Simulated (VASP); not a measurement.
Runs of VASP 6.6.1 on Ti. The structure is that of space group P6/mmm (No. 191), or close to it. The cells are those of the table. 

| cell | gap on the mesh (eV) | pressure (GPa) |
| --- | --- | --- |
| a = 4.600, b = 4.600, c = 2.820 Å, angles 90.0, 90.0, 120.0°, 3 atoms | none | -9.1 |
| a = 4.474, b = 4.474, c = 2.743 Å, angles 90.0, 90.0, 120.0°, 3 atoms | none | 0.0 |
| a = 4.661, b = 4.661, c = 2.857 Å, angles 90.0, 90.0, 120.0°, 3 atoms | none | (b) |
| a = 4.538, b = 4.538, c = 2.782 Å, angles 90.0, 90.0, 120.0°, 3 atoms | none | (a) |
| a = 4.720, b = 4.720, c = 2.893 Å, angles 90.0, 90.0, 120.0°, 3 atoms | none | -15.2 |

Alike in all rows: task single point; level LDA; potentials or basis VASP PAW LDA potentials, release 64 (Ti_sv); no spin polarisation; k mesh 7 × 7 × 10; cutoff (eV) 520; smearing fermi-dirac 0.1 eV.

**Question.** Estimate the missing entries.

**Answer.** (a) -5.0; (b) -12.4.

A gap of «none» marks levels without a gap at the run's occupations.
